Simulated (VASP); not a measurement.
A run of VASP 6.6.1:

File INCAR:

```
PREC = Accurate ; ENCUT = 520
EDIFF = 1E-7 ; ISMEAR = -1
SIGMA = 0.1 ; LREAL = F
LASPH = T ; NELM = 60
ALGO = Normal ; ISIF = 2
LWAVE = F ; LCHARG = F
GGA = RP ; NBANDS = 24
```

KPOINTS

```
regular mesh
0
Gamma
  8 8 11
```

The input POSCAR:

```
Sc
1.0
    5.2839127744      0.0000000000      0.0000000000
   -2.6419563872      4.5760026940      0.0000000000
    0.0000000000      0.0000000000      3.2970626702
Sc
3
Direct
    0.0000000000      0.0000000000      0.0000000000
    0.3333333333      0.6666666667      0.5000000000
    0.6666666667      0.3333333333      0.5000000000
```

Potentials or basis: VASP PAW PBE potentials, release 64 (Sc_sv).

Run with:

```bash
$ cat potpaw_PBE.64/Sc_sv/POTCAR > POTCAR
$ mpirun -np 1 vasp_std > vasp.out
```

Hardware: 1 thread of Intel(R) Xeon(R) 6975P-C (Granite Rapids) (shared host).

Q: How long does it take, and how much memory?

A: Wall time 54 s on 1 thread of Intel(R) Xeon(R) 6975P-C (Granite Rapids), with other jobs on the host, peak memory 0.24 GiB. Counts: scf iterations 14, k points 60.
